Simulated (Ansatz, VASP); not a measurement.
**One calculation of C, two programs**

```
CELL_PARAMETERS angstrom
1.75352 0.00000 0.00000
-0.87676 1.51859 0.00000
0.00000 0.00000 13.86686
ATOMIC_POSITIONS crystal
C 0.00000 0.00000 0.00000
C 0.00000 0.00000 0.50000
C 0.33333 0.66667 0.25000
C 0.66667 0.33333 0.75000
```

Alike in both runs: task single point; functional PBEsol; k mesh 23 × 23 × 3; occupations fermi-dirac, width 0.1 eV; no spin polarisation.

```csv
,VASP,Ansatz
version,VASP 6.6.1,Ansatz 0.2.0
potentials or method,"VASP PAW PBE potentials, release 64 (C), cutoff 520 eV","plane waves (420 eV) with PAW, scalar-relativistic"
valence electrons in the cell,16,16
```

Ansatz gave:

```
pressure (GPa)                                                : -8.4
traceless stress, the component that is largest in VASP (GPa) : 6.90
```

Q: What did VASP give for the same quantities?

A: Pressure (GPa): -8.5; traceless stress, the component that is largest in VASP (GPa): 6.91.

VASP's potentials were made for PBE, not for PBEsol, and Ansatz warns of the same on its side.
